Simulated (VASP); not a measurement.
# SiC (P6_3mc) in VASP: further runs

SiC is run at these levels: PBE; tasks: single point.

Everything below comes from runs of VASP 6.6.1. Logs are shortened: lines on timing, memory, paths and dates and some standing lists are left out, and cuts for length are marked.

## 1. The cell of the first run

It takes space group P6_3mc (No. 186, hexagonal). The conventional cell has a = 3.095 Å, b = 3.095 Å, c = 15.186 Å, α = 90.00°, β = 90.00°, γ = 120.00°. Within 2.5 Å of Si (site symmetry 3m) lie 4 C at 1.90 Å. Within 2.5 Å of Si (site symmetry 3m) lie 4 C at 1.89 to 1.90 Å. Si (site symmetry 3m) has 4 C at 1.89 to 1.90 Å within 2.5 Å. Within 2.5 Å of C (site symmetry 3m) lie 4 Si at 1.89 to 1.90 Å. Within 2.5 Å of C (site symmetry 3m) lie 4 Si at 1.90 Å. C (site symmetry 3m) has 4 Si at 1.89 to 1.90 Å within 2.5 Å.

## 2. Single point, PBE

INCAR reads:

```
PREC = Accurate
ENCUT = 520
EDIFF = 1E-6
ISMEAR = 0
SIGMA = 0.02
LREAL = False
LASPH = True
NELM = 80
ALGO = Normal
ISIF = 2
LWAVE = False
LCHARG = False
GGA = PE
NBANDS = 36
```

KPOINTS reads:

```
regular mesh
0
Gamma
  12 12 2
```

POSCAR reads:

```
SiC
1.0
    3.0949375958      0.0000000000      0.0000000000
   -1.5474687979      2.6802945811      0.0000000000
    0.0000000000      0.0000000000     15.1863169775
Si C
6 6
Direct
    0.0000000000      0.0000000000      0.1250399589
    0.0000000000      0.0000000000      0.6250399589
    0.3333333333      0.6666666667      0.2918172939
    0.6666666667      0.3333333333      0.7918172939
    0.3333333333      0.6666666667      0.9583095749
    0.6666666667      0.3333333333      0.4583095749
    0.0000000000      0.0000000000     -0.0003115571
    0.0000000000      0.0000000000      0.4996884429
    0.3333333333      0.6666666667      0.1668295365
    0.6666666667      0.3333333333      0.6668295365
    0.3333333333      0.6666666667      0.8333151928
    0.6666666667      0.3333333333      0.3333151928
```

Potentials or basis: VASP PAW PBE potentials, release 64 (Si, C).

Launch:

```sh
$ cat potpaw_PBE.64/Si/POTCAR potpaw_PBE.64/C/POTCAR > POTCAR
$ mpirun -np 1 vasp_std > vasp.out
```

OUTCAR:

```text
PREC = Accurate
   ENCUT = 520
   EDIFF = 1E-6
   ISMEAR = 0
   LREAL = False
   LASPH = True
   NELM = 80
   ISIF = 2
   GGA = PE

 ion  position               nearest neighbor table
   1  0.000  0.000  0.125-   9 1.90   9 1.90   9 1.90   7 1.90   5 3.10   5 3.10   5 3.10   3 3.10
                             3 3.10   3 3.10
   2  0.000  0.000  0.625-  10 1.90  10 1.90  10 1.90   8 1.90   6 3.10   6 3.10   6 3.10   4 3.10
                             4 3.10   4 3.10
   3  0.333  0.667  0.292-  12 1.89  12 1.89  12 1.89   9 1.90   6 3.10   6 3.10   6 3.10   1 3.10
                             1 3.10   1 3.10
   4  0.667  0.333  0.792-  11 1.89  11 1.89  11 1.89  10 1.90   5 3.10   5 3.10   5 3.10   2 3.10
                             2 3.10   2 3.10
   5  0.333  0.667  0.958-   7 1.89   7 1.89   7 1.89  11 1.90   4 3.10   4 3.10   4 3.10   1 3.10
                             1 3.10   1 3.10
   6  0.667  0.333  0.458-   8 1.89   8 1.89   8 1.89  12 1.90   3 3.10   3 3.10   3 3.10   2 3.10
                             2 3.10   2 3.10
   7  0.000  0.000  1.000-   5 1.89   5 1.89   5 1.89   1 1.90
   8  0.000  0.000  0.500-   6 1.89   6 1.89   6 1.89   2 1.90
   9  0.333  0.667  0.167-   1 1.90   1 1.90   1 1.90   3 1.90
  10  0.667  0.333  0.667-   2 1.90   2 1.90   2 1.90   4 1.90
  11  0.333  0.667  0.833-   4 1.89   4 1.89   4 1.89   5 1.90
  12  0.667  0.333  0.333-   3 1.89   3 1.89   3 1.89   6 1.90

  LATTYP: Found a hexagonal cell.
 ALAT       =     3.0949375958
 C/A-ratio  =     4.9068249383

  Lattice vectors:

 A1 = (   3.0949375958,   0.0000000000,   0.0000000000)
 A2 = (  -1.5474687979,   2.6802945811,   0.0000000000)
 A3 = (   0.0000000000,   0.0000000000,  15.1863169775)

Analysis of symmetry for initial positions (statically):
=====================================================================
 Subroutine PRICEL returns:
 Original cell was already a primitive cell.

 Routine SETGRP: Setting up the symmetry group for a
 hexagonal supercell.

 Subroutine GETGRP returns: Found 12 space group operations
 (whereof  6 operations were pure point group operations)
 out of a pool of 24 trial point group operations.

The static configuration has the point symmetry C_3v.
 The point group associated with its full space group is C_6v.

Analysis of symmetry for dynamics (positions and initial velocities):
=====================================================================
 Subroutine PRICEL returns:
 Original cell was already a primitive cell.

 Routine SETGRP: Setting up the symmetry group for a
 hexagonal supercell.

 Subroutine GETGRP returns: Found 12 space group operations
 (whereof  6 operations were pure point group operations)
 out of a pool of 24 trial point group operations.

The dynamic configuration has the point symmetry C_3v.
 The point group associated with its full space group is C_6v.

 Subroutine INISYM returns: Found 12 space group operations
 (whereof  6 operations are pure point group operations),
 and found     1 'primitive' translations

----------------------------------------------------------------------------------------

                                     Primitive cell

  volume of cell :     125.9757

  direct lattice vectors                    reciprocal lattice vectors
     3.094937596  0.000000000  0.000000000     0.323108292  0.186546659  0.000000000
    -1.547468798  2.680294581  0.000000000     0.000000000  0.373093319  0.000000000
     0.000000000  0.000000000 15.186316978     0.000000000  0.000000000  0.065848751

  length of vectors
     3.094937596  3.094937596 15.186316978     0.373093319  0.373093319  0.065848751

  position of ions in fractional coordinates (direct lattice)
     0.000000000  0.000000000  0.125039959
     0.000000000  0.000000000  0.625039959
     0.333333333  0.666666667  0.291817294
     0.666666667  0.333333333  0.791817294
     0.333333333  0.666666667  0.958309575
     0.666666667  0.333333333  0.458309575
     0.000000000  0.000000000  0.999688443
     0.000000000  0.000000000  0.499688443
     0.333333333  0.666666667  0.166829537
     0.666666667  0.333333333  0.666829537
     0.333333333  0.666666667  0.833315193
     0.666666667  0.333333333  0.333315193

  ion indices of the primitive-cell ions
   primitive index   ion index
                 1           1
                 2           2
                 3           3
                 4           4
                 5           5
                 6           6
                 7           7
                 8           8
                 9           9
                10          10
                11          11
                12          12

----------------------------------------------------------------------------------------

 KPOINTS: regular mesh

Automatic generation of k-mesh.
 Grid dimensions read from file:
 generate k-points for:   12   12    2

 Generating k-lattice:

  Cartesian coordinates                     Fractional coordinates (reciprocal lattice)
     0.026925691  0.015545555  0.000000000     0.083333333  0.000000000  0.000000000
     0.000000000  0.031091110  0.000000000     0.000000000  0.083333333  0.000000000
     0.000000000  0.000000000  0.032924375     0.000000000  0.000000000  0.500000000

  Length of vectors
     0.031091110  0.031091110  0.032924375

  Shift w.r.t. Gamma in fractional coordinates (k-lattice)
     0.000000000  0.000000000  0.000000000

 Subroutine IBZKPT returns following result:
 ===========================================

 Found     38 irreducible k-points:

 Following reciprocal coordinates:
            Coordinates               Weight
  0.000000  0.000000  0.000000      1.000000
  0.083333 -0.000000  0.000000      6.000000
  0.166667 -0.000000  0.000000      6.000000
  0.250000 -0.000000  0.000000      6.000000
  0.333333  0.000000  0.000000      6.000000
  0.416667 -0.000000  0.000000      6.000000
[... 16 lines left out ...]
  0.250000 -0.000000  0.500000      6.000000
  0.333333  0.000000  0.500000      6.000000
 [... further k-points ...]
   k-points           NKPTS =     38   k-points in BZ     NKDIM =     38   number of bands    NBANDS=     36
   number of dos      NEDOS =    301   number of ions     NIONS =     12
   total plane-waves  NPLWV =  69120
   dimension x,y,z NGX =    24 NGY =   24 NGZ =  120
   dimension x,y,z NGXF=    48 NGYF=   48 NGZF=  240
   ions per type =               6   6
   NGX,Y,Z   is equivalent  to a cutoff of  12.89, 12.89, 13.14 a.u.
   NGXF,Y,Z  is equivalent  to a cutoff of  25.78, 25.78, 26.27 a.u.
 SYSTEM =  unknown system
   PREC   = accura    normal or accurate (medium, high low for compatibility)
   ISTART =      0    job   : 0-new  1-cont  2-samecut
   ICHARG =      2    charge: 1-file 2-atom 10-const
   ISPIN  =      1    spin polarized calculation?
   LNONCOLLINEAR =      F non collinear calculations
   LSORBIT =      F    spin-orbit coupling
   LASPH  =      T    aspherical Exc in radial PAW
   ENCUT  =  520.0 eV  38.22 Ry    6.18 a.u.   5.75  5.75 28.24*2*pi/ulx,y,z
   NELM   =     80;   NELMIN=  2; NELMDL= -5     # of ELM steps
   EDIFF  = 0.1E-05   stopping-criterion for ELM
   LREAL  =      F    real-space projection
[... 7 lines left out ...]
   TEBEG  =    0.0;   TEEND  =   0.0 temperature during run
   PSTRESS=    0.0 pullay stress
   NELECT =      48.0000    total number of electrons
   NUPDOWN=      -1.0000    fix difference up-down
   EMIN   =  10.00;   EMAX   =-10.00  energy-range for DOS
   EFERMI =   0.00;   METHOD = LEGACY
   ISMEAR =     0;   SIGMA  =   0.02  broadening in eV -4-tet -1-fermi 0-gaus
   EFERMI_NEDOS =   21; number of points for ismear=-14 and -15
   IALGO  =     38    algorithm
   IMIX   =      4    mixing-type and parameters
     AMIX     =   0.40;   BMIX     =  1.00
     AMIX_MAG =   1.60;   BMIX_MAG =  1.00
  volume/ion in A,a.u.               =      10.50        70.84
  Fermi-wavevector in a.u.,A,eV,Ry     =   1.186842  2.242806 19.165088  1.408594
  Thomas-Fermi vector in A             =   2.323006
   LORBIT       =      0    0 simple, 1 ext, 2 COOP (PROOUT), +10 PAW based schemes
   GGA     = PE    functional components
   LHFCALC =     F    Hartree Fock is set to
   AEXX    =    0.0000 exact exchange contribution
   IVDW    =     0    specifies the selected vdW correction
   LEPSILON=     F    determine dielectric tensor
   LRPA    =     F    only Hartree local field effects (RPA)
 non-spin polarized calculation
 Gauss-broadening in eV      SIGMA  =   0.02
  energy-cutoff  :      520.00
  volume of cell :      125.98
 maximum number of plane-waves:      3444
 NGX is ok and might be reduce to    24
   NGX = 11   NGY = 11   NGZ = 57

 number of electron      48.0000002 magnetization

 Free energy of the ion-electron system (eV)
  ---------------------------------------------------
  ext. energy  EPLUGINS =         0.00000000
  ---------------------------------------------------
  free energy    TOTEN  =       -90.37376198 eV

  energy without entropy =      -90.37376198  energy(sigma->0) =      -90.37376198

 E-fermi :   8.1453     XC(G=0): -11.2909

 val. band max:        7.9893265785   @ k =   0.0000   0.0000   0.0000
 cond. band min:      10.0185530278   @ k =   0.5000  -0.0000   0.0000
 fundamental gap:      2.0292264493
 Fermi energy:         8.1453061714

 k-point     1 :       0.0000    0.0000    0.0000
  band No.  band energies     occupation
      1      -7.3522      2.00000
      2      -6.8367      2.00000
      3      -6.8017      2.00000
      4      -5.3266      2.00000
      5      -5.2983      2.00000
      6      -3.8400      2.00000
[... 28 lines left out ...]
     35      15.2459      0.00000
     36      15.3573      0.00000

 k-point     2 :       0.0833   -0.0000    0.0000
  band No.  band energies     occupation
      1      -7.2329      2.00000
      2      -6.7192      2.00000
      3      -6.6838      2.00000
      4      -5.2150      2.00000
      5      -5.1865      2.00000
      6      -3.7397      2.00000
[... 28 lines left out ...]
     35      15.2410      0.00000
     36      15.2770      0.00000

 k-point     3 :       0.1667   -0.0000    0.0000
  band No.  band energies     occupation
      1      -6.8782      2.00000
      2      -6.3703      2.00000
      3      -6.3335      2.00000
      4      -4.8856      2.00000
      5      -4.8564      2.00000
      6      -3.4478      2.00000
[... 28 lines left out ...]
     35      15.5192      0.00000
     36      15.8579      0.00000

 k-point     4 :       0.2500   -0.0000    0.0000
  band No.  band energies     occupation
      1      -6.2984      2.00000
      2      -5.8026      2.00000
      3      -5.7629      2.00000
      4      -4.3590      2.00000
      5      -4.3286      2.00000
      6      -3.0025      2.00000
[... 28 lines left out ...]
     35      15.7785      0.00000
     36      16.0229      0.00000

 k-point     5 :       0.3333    0.0000    0.0000
  band No.  band energies     occupation
      1      -5.5187      2.00000
      2      -5.0485      2.00000
      3      -5.0018      2.00000
      4      -3.6954      2.00000
      5      -3.6633      2.00000
      6      -2.5236      2.00000
[... 655 lines left out ...]
 k-point    22 :       0.1667   -0.0000    0.5000
  band No.  band energies     occupation
      1      -6.7457      2.00000
      2      -6.7457      2.00000
      3      -5.7131      2.00000
      4      -5.7131      2.00000
      5      -3.9550      2.00000
      6      -3.9550      2.00000
[... 28 lines left out ...]
     35      15.6930      0.00000
     36      15.7288      0.00000

 k-point    23 :       0.2500   -0.0000    0.5000
  band No.  band energies     occupation
      1      -6.1685      2.00000
      2      -6.1685      2.00000
      3      -5.1593      2.00000
      4      -5.1593      2.00000
      5      -3.4716      2.00000
      6      -3.4716      2.00000
[... 28 lines left out ...]
     35      15.9377      0.00000
     36      15.9387      0.00000

 k-point    24 :       0.3333    0.0000    0.5000
  band No.  band energies     occupation
      1      -5.3941      2.00000
      2      -5.3941      2.00000
      3      -4.4349      2.00000
      4      -4.4349      2.00000
      5      -2.9084      2.00000
      6      -2.9084      2.00000
[... 28 lines left out ...]
     35      15.8197      0.00000
     36      15.8199      0.00000

 [... further k-points ...]

------------------------ aborting loop because EDIFF is reached ----------------------------------------

  FORCE on cell =-STRESS in cart. coord.  units (eV):
  Direction    XX          YY          ZZ          XY          YZ          ZX
  --------------------------------------------------------------------------------------
  -------------------------------------------------------------------------------------
  Total       -0.0297322     -0.0297322     -0.0280895      0.0000000      0.0000000     -0.0000000
  in kB       -0.3781379     -0.3781379     -0.3572459      0.0000000      0.0000000     -0.0000000
  external PRESSURE =      -0.3711739 kB  Pullay stress =       0.0000000 kB

 VOLUME and BASIS-vectors are now :
 -----------------------------------------------------------------------------
  energy-cutoff  :      520.00
  volume of cell :      125.98
      direct lattice vectors                 reciprocal lattice vectors
     3.094937596  0.000000000  0.000000000     0.323108292  0.186546659  0.000000000
    -1.547468798  2.680294581  0.000000000     0.000000000  0.373093319  0.000000000
     0.000000000  0.000000000 15.186316978     0.000000000  0.000000000  0.065848751

 POSITION                                       TOTAL-FORCE (eV/Angst)
 -----------------------------------------------------------------------------------
      0.00000      0.00000      1.89890         0.000000      0.000000      0.001227
      0.00000      0.00000      9.49205        -0.000000      0.000000      0.001227
     -0.00000      1.78686      4.43163         0.000000      0.000000     -0.000429
      1.54747      0.89343     12.02479        -0.000000      0.000000     -0.000429
     -0.00000      1.78686     14.55319         0.000000      0.000000     -0.001032
      1.54747      0.89343      6.96003        -0.000000      0.000000     -0.001032
      0.00000      0.00000     15.18159        -0.000000      0.000000     -0.000318
      0.00000      0.00000      7.58843         0.000000      0.000000     -0.000318
     -0.00000      1.78686      2.53353        -0.000000      0.000000      0.000449
      1.54747      0.89343     10.12668         0.000000     -0.000000      0.000449
     -0.00000      1.78686     12.65499         0.000000      0.000000      0.000104
      1.54747      0.89343      5.06183        -0.000000     -0.000000      0.000104
 -----------------------------------------------------------------------------------
    total drift:                                0.000000      0.000000     -0.000704

  FREE ENERGIE OF THE ION-ELECTRON SYSTEM (eV)
  ---------------------------------------------------
  free  energy   TOTEN  =       -90.3737619828 eV

  energy  without entropy=      -90.3737619828  energy(sigma->0) =      -90.37376198
```

Run time: 4.2 min. Hardware: 1 thread of AMD EPYC 7R13, shared host; peak memory 0.28 GiB.

Results:

| Property | Result |
| --- | --- |
| Free energy | -90.3738 eV |
| Pressure | 0.0 GPa |
| Band gap on the k mesh | 2.03 eV (least direct gap 3.12 eV) |

Levels at points of the mesh, in eV from the valence-band top:
| k point | band 20 | band 21 | band 22 | band 23 | band 24 | band 25 | band 26 | band 27 | band 28 | band 29 |
| --- | --- | --- | --- | --- | --- | --- | --- | --- | --- | --- |
| (0.00, 0.00, 0.00) | -0.30 | -0.30 | -0.04 | 0.00 | 0.00 | 5.05 | 5.22 | 5.63 | 6.14 | 6.14 |
| (0.50, 0.00, 0.00) | -2.24 | -1.80 | -1.77 | -1.65 | -1.10 | 2.03 | 2.21 | 3.19 | 3.87 | 4.55 |
| (0.00, 0.00, 0.50) | -0.63 | -0.10 | -0.10 | -0.10 | -0.10 | 5.12 | 5.12 | 5.86 | 5.86 | 6.50 |
| (0.50, 0.00, 0.50) | -2.33 | -1.70 | -1.70 | -1.30 | -1.30 | 2.07 | 2.07 | 3.41 | 3.41 | 4.75 |

A k mesh can miss the band edges.

## 3. Single point, PBE

INCAR reads:

```
SYSTEM = SiC
ALGO = Normal
EDIFF = 1E-6
ENCUT = 520
GGA = PE
ISIF = 2
ISMEAR = 0
LASPH = .True.
LCHARG = .True.
LELF = .True.
LREAL = .False.
LVHAR = .True.
LWAVE = .False.
NBANDS = 36
NELM = 80
PREC = Accurate
SIGMA = 0.05
```

KPOINTS reads:

```
k-points
0
Gamma
  12 12 2
  0 0 0
```

Changes to POSCAR since step 2:

```diff
@@ -14,3 +14,3 @@
     0.6666666667      0.3333333333      0.4583095749
-    0.0000000000      0.0000000000     -0.0003115571
+    0.0000000000      0.0000000000      0.9996884429
     0.0000000000      0.0000000000      0.4996884429
```

Potentials or basis: VASP PAW PBE potentials, release 64 (Si, C).

Launch:

```sh
$ cat potpaw_PBE.64/Si/POTCAR potpaw_PBE.64/C/POTCAR > POTCAR
$ mpirun -np 1 vasp_std > vasp.out
```

Run time: 4.3 min. Hardware: 1 thread of AMD EPYC 7R13, shared host; peak memory 0.28 GiB.

The run converged. Its results:

```
Free energy            : -90.3738 eV
Pressure               : 0.0 GPa
Band gap on the k mesh : 2.03 eV (least direct gap 3.12 eV)
```

Levels at points of the mesh, in eV from the valence-band top:
```tsv
k point	band 21	band 22	band 23	band 24	band 25	band 26	band 27	band 28
(0.00, 0.00, 0.00)	-0.30	-0.04	0.00	0.00	5.05	5.22	5.63	6.14
(0.50, 0.00, 0.00)	-1.80	-1.77	-1.65	-1.10	2.03	2.21	3.19	3.87
(0.00, 0.00, 0.50)	-0.10	-0.10	-0.10	-0.10	5.12	5.12	5.86	5.86
(0.50, 0.00, 0.50)	-1.70	-1.70	-1.30	-1.30	2.07	2.07	3.41	3.41
```

A k mesh can miss the band edges. As with any semilocal functional, this PBE gap is likely too small.
